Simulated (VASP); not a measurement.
# Sn (Fd-3m) in VASP: a series of runs, part 2 of 2

VASP 6.6.1.

**4. Single point, LDA**

INCAR

```
SYSTEM = Sn
PREC = Accurate
ENCUT = 520
EDIFF = 1E-7
ISMEAR = 1
SIGMA = 0.01
LREAL = .False.
LASPH = .True.
NELM = 80
ALGO = Normal
ISIF = 2
LWAVE = .False.
LCHARG = .True.
GGA = CA
LELF = .True.
LVHAR = .True.
NBANDS = 21
```

KPOINTS

```
regular mesh
0
Gamma
  9 9 9
  0 0 0
```

POSCAR

```
Sn
1.0
    0.0000000000      3.2380799619      3.2380799619
    3.2380799619      0.0000000000      3.2380799619
    3.2380799619      3.2380799619      0.0000000000
Sn
2
Direct
    0.5000000000      0.5000000000      0.5000000000
    0.7500000000      0.7500000000      0.7500000000
```

Potentials or basis: VASP PAW LDA potentials, release 64 (Sn_d).

On the command line:

```
cat potpaw_LDA.64/Sn_d/POTCAR > POTCAR
mpirun -np 1 vasp_std > vasp.out
```

OUTCAR:

```text
SYSTEM = Sn
   PREC = Accurate
   ENCUT = 520
   EDIFF = 1E-7
   ISMEAR = 1
   LREAL = .False.
   LASPH = .True.
   NELM = 80
   ISIF = 2
   GGA = CA

 ion  position               nearest neighbor table
   1  0.500  0.500  0.500-   2 2.80   2 2.80   2 2.80   2 2.80
   2  0.750  0.750  0.750-   1 2.80   1 2.80   1 2.80   1 2.80

  LATTYP: Found a face centered cubic cell.
 ALAT       =     6.4761599238

  Lattice vectors:

 A1 = (   0.0000000000,   3.2380799619,   3.2380799619)
 A2 = (   3.2380799619,   0.0000000000,   3.2380799619)
 A3 = (   3.2380799619,   3.2380799619,   0.0000000000)

Analysis of symmetry for initial positions (statically):
=====================================================================
 Subroutine PRICEL returns:
 Original cell was already a primitive cell.

 Routine SETGRP: Setting up the symmetry group for a
 face centered cubic supercell.

 Subroutine GETGRP returns: Found 48 space group operations
 (whereof 24 operations were pure point group operations)
 out of a pool of 48 trial point group operations.

The static configuration has the point symmetry T_d .
 The point group associated with its full space group is O_h .

Analysis of symmetry for dynamics (positions and initial velocities):
=====================================================================
 Subroutine PRICEL returns:
 Original cell was already a primitive cell.

 Routine SETGRP: Setting up the symmetry group for a
 face centered cubic supercell.

 Subroutine GETGRP returns: Found 48 space group operations
 (whereof 24 operations were pure point group operations)
 out of a pool of 48 trial point group operations.

The dynamic configuration has the point symmetry T_d .
 The point group associated with its full space group is O_h .

 Subroutine INISYM returns: Found 48 space group operations
 (whereof 24 operations are pure point group operations),
 and found     1 'primitive' translations

----------------------------------------------------------------------------------------

                                     Primitive cell

  volume of cell :      67.9036

  direct lattice vectors                    reciprocal lattice vectors
     0.000000000  3.238079962  3.238079962    -0.154412493  0.154412493  0.154412493
     3.238079962  0.000000000  3.238079962     0.154412493 -0.154412493  0.154412493
     3.238079962  3.238079962  0.000000000     0.154412493  0.154412493 -0.154412493

  length of vectors
     4.579336598  4.579336598  4.579336598     0.267450283  0.267450283  0.267450283

  position of ions in fractional coordinates (direct lattice)
     0.500000000  0.500000000  0.500000000
     0.750000000  0.750000000  0.750000000

  ion indices of the primitive-cell ions
   primitive index   ion index
                 1           1
                 2           2

----------------------------------------------------------------------------------------

 KPOINTS: regular mesh

Automatic generation of k-mesh.
 Grid dimensions read from file:
 generate k-points for:    9    9    9

 Generating k-lattice:

  Cartesian coordinates                     Fractional coordinates (reciprocal lattice)
    -0.017156944  0.017156944  0.017156944     0.111111111  0.000000000  0.000000000
     0.017156944 -0.017156944  0.017156944     0.000000000  0.111111111  0.000000000
     0.017156944  0.017156944 -0.017156944     0.000000000  0.000000000  0.111111111

  Length of vectors
     0.029716698  0.029716698  0.029716698

  Shift w.r.t. Gamma in fractional coordinates (k-lattice)
     0.000000000  0.000000000  0.000000000

 Subroutine IBZKPT returns following result:
 ===========================================

 Found     35 irreducible k-points:

 Following reciprocal coordinates:
            Coordinates               Weight
  0.000000  0.000000  0.000000      1.000000
  0.111111  0.000000  0.000000      8.000000
  0.222222  0.000000  0.000000      8.000000
  0.333333  0.000000  0.000000      8.000000
  0.444444  0.000000  0.000000      8.000000
  0.111111  0.111111  0.000000      6.000000
[... 16 lines left out ...]
 -0.333333  0.333333  0.000000     12.000000
  0.444444  0.444444  0.000000      6.000000
 [... further k-points ...]
   k-points           NKPTS =     35   k-points in BZ     NKDIM =     35   number of bands    NBANDS=     21
   number of dos      NEDOS =    301   number of ions     NIONS =      2
   total plane-waves  NPLWV =  46656
   dimension x,y,z NGX =    36 NGY =   36 NGZ =   36
   dimension x,y,z NGXF=    72 NGYF=   72 NGZF=   72
   ions per type =               2
   NGX,Y,Z   is equivalent  to a cutoff of  13.07, 13.07, 13.07 a.u.
   NGXF,Y,Z  is equivalent  to a cutoff of  26.14, 26.14, 26.14 a.u.
 SYSTEM =  Sn
   PREC   = accura    normal or accurate (medium, high low for compatibility)
   ISTART =      0    job   : 0-new  1-cont  2-samecut
   ICHARG =      2    charge: 1-file 2-atom 10-const
   ISPIN  =      1    spin polarized calculation?
   LNONCOLLINEAR =      F non collinear calculations
   LSORBIT =      F    spin-orbit coupling
   LASPH  =      T    aspherical Exc in radial PAW
   ENCUT  =  520.0 eV  38.22 Ry    6.18 a.u.   8.51  8.51  8.51*2*pi/ulx,y,z
   NELM   =     80;   NELMIN=  2; NELMDL= -5     # of ELM steps
   EDIFF  = 0.1E-06   stopping-criterion for ELM
   LREAL  =      F    real-space projection
   EDIFFG = 0.1E-05   stopping-criterion for IOM
   NSW    =      0    number of steps for IOM
   IBRION =     -1    ionic relax: 0-MD 1-quasi-New 2-CG
   NFREE  =      0    steps in history (QN), initial steepest desc. (CG)
   ISIF   =      2    stress and relaxation
   ISYM   =      2    0-nonsym 1-usesym 2-fastsym
   POTIM  = 0.5000    time-step for ionic-motion
   TEBEG  =    0.0;   TEEND  =   0.0 temperature during run
   PSTRESS=    0.0 pullay stress
   NELECT =      28.0000    total number of electrons
   NUPDOWN=      -1.0000    fix difference up-down
   EMIN   =  10.00;   EMAX   =-10.00  energy-range for DOS
   EFERMI =   0.00;   METHOD = LEGACY
   ISMEAR =     1;   SIGMA  =   0.01  broadening in eV -4-tet -1-fermi 0-gaus
   EFERMI_NEDOS =   21; number of points for ismear=-14 and -15
   IALGO  =     38    algorithm
   IMIX   =      4    mixing-type and parameters
     AMIX     =   0.40;   BMIX     =  1.00
     AMIX_MAG =   1.60;   BMIX_MAG =  1.00
  volume/ion in A,a.u.               =      33.95       229.12
  Fermi-wavevector in a.u.,A,eV,Ry     =   1.218512  2.302654 20.201555  1.484772
  Thomas-Fermi vector in A             =   2.353796
   LORBIT       =      0    0 simple, 1 ext, 2 COOP (PROOUT), +10 PAW based schemes
   GGA     = CA    functional components
   LHFCALC =     F    Hartree Fock is set to
   AEXX    =    0.0000 exact exchange contribution
   IVDW    =     0    specifies the selected vdW correction
   LEPSILON=     F    determine dielectric tensor
   LRPA    =     F    only Hartree local field effects (RPA)
 non-spin polarized calculation
 Methfessel and Paxton  Order N= 1 SIGMA  =   0.01
  energy-cutoff  :      520.00
  volume of cell :       67.90
 maximum number of plane-waves:      1853
 NGX is ok and might be reduce to    36
   NGX = 17   NGY = 17   NGZ = 17

 number of electron      28.0000006 magnetization

 Free energy of the ion-electron system (eV)
  ---------------------------------------------------
  ext. energy  EPLUGINS =         0.00000000
  ---------------------------------------------------
  free energy    TOTEN  =        -8.93732152 eV

  energy without entropy =       -8.93729888  energy(sigma->0) =       -8.93731397

 E-fermi :   5.3616     XC(G=0):  -9.2201

 val. band max:        5.2845032969   @ k =   0.1111   0.0000   0.0000
 cond. band min:       5.3647240133   @ k =   0.4444   0.0000   0.0000
 fundamental gap:      0.0802207163
 Fermi energy:         5.3616085835

 k-point     1 :       0.0000    0.0000    0.0000
  band No.  band energies     occupation
      1     -16.1915      2.00000
      2     -16.1915      2.00000
      3     -16.1915      2.00000
      4     -16.1292      2.00000
      5     -16.1292      2.00000
      6     -15.8118      2.00000
[... 13 lines left out ...]
     20      13.4887      0.00000
     21      13.4887      0.00000
[... 529 lines left out ...]
 k-point    24 :       0.4444    0.4444    0.0000
  band No.  band energies     occupation
      1     -16.2427      2.00000
      2     -16.2427      2.00000
      3     -16.1338      2.00000
      4     -16.0731      2.00000
      5     -15.9917      2.00000
      6     -15.9348      2.00000
[... 13 lines left out ...]
     20      15.2415      0.00000
     21      15.6981      0.00000

 [... further k-points ...]

------------------------ aborting loop because EDIFF is reached ----------------------------------------

  FORCE on cell =-STRESS in cart. coord.  units (eV):
  Direction    XX          YY          ZZ          XY          YZ          ZX
  --------------------------------------------------------------------------------------
  -------------------------------------------------------------------------------------
  Total       -0.0382558     -0.0382558     -0.0382558      0.0000000      0.0000000     -0.0000000
  in kB       -0.9026412     -0.9026412     -0.9026412      0.0000000      0.0000000     -0.0000000
  external PRESSURE =      -0.9026412 kB  Pullay stress =       0.0000000 kB

 VOLUME and BASIS-vectors are now :
 -----------------------------------------------------------------------------
  energy-cutoff  :      520.00
  volume of cell :       67.90
      direct lattice vectors                 reciprocal lattice vectors
     0.000000000  3.238079962  3.238079962    -0.154412493  0.154412493  0.154412493
     3.238079962  0.000000000  3.238079962     0.154412493 -0.154412493  0.154412493
     3.238079962  3.238079962  0.000000000     0.154412493  0.154412493 -0.154412493

 POSITION                                       TOTAL-FORCE (eV/Angst)
 -----------------------------------------------------------------------------------
      3.23808      3.23808      3.23808        -0.000000      0.000000     -0.000000
      4.85712      4.85712      4.85712         0.000000     -0.000000      0.000000
 -----------------------------------------------------------------------------------
    total drift:                                0.000000      0.000000      0.000000

  FREE ENERGIE OF THE ION-ELECTRON SYSTEM (eV)
  ---------------------------------------------------
  free  energy   TOTEN  =        -8.9373215160 eV

  energy  without entropy=       -8.9372988760  energy(sigma->0) =       -8.93731397
```

stdout:

```text
POSCAR found type information on POSCAR Sn
 POSCAR found :  1 types and       2 ions
 scaLAPACK will be used
 LDA part: xc-table for (Slater(with rela. corr.)+CA(PZ))
 , standard interpolation
 POSCAR, INCAR and KPOINTS ok, starting setup
 FFT: planning ... GRIDC
 FFT: planning ... GRID_SOFT
 FFT: planning ... GRID
 WAVECAR not read
 entering main loop
```

Wall time 35 s (1 thread of Intel Xeon Platinum 8259CL at 2.50GHz (Skylake/Cascade Lake), shared host); peak memory 0.19 GiB.

Results:

```
Free energy            : -8.9373 eV
Pressure               : -0.1 GPa
Band gap on the k mesh : zero (bands 14 and 15 overlap by 0.16 eV)
```

Caveat: spin-orbit coupling is left out, which moves the levels of the heavy elements.

**5. The runs side by side**

| smearing | gap on the mesh (eV) | pressure (GPa) |
| --- | --- | --- |
| methfessel-paxton 0.6 eV | none | 0.0 |
| methfessel-paxton 1 eV | none | -0.2 |
| methfessel-paxton 0.01 eV | none | -0.1 |

Alike in all rows: task single point; level LDA; potentials or basis VASP PAW LDA potentials, release 64 (Sn_d); no spin polarisation; cell as given; k mesh 9 × 9 × 9; cutoff (eV) 520.

Caveats: spin-orbit coupling is left out, which moves the levels of the heavy elements; so wide a smearing shifts energies and pressures (at least some runs).

Absolute energies hang on the potentials; compare differences alone.
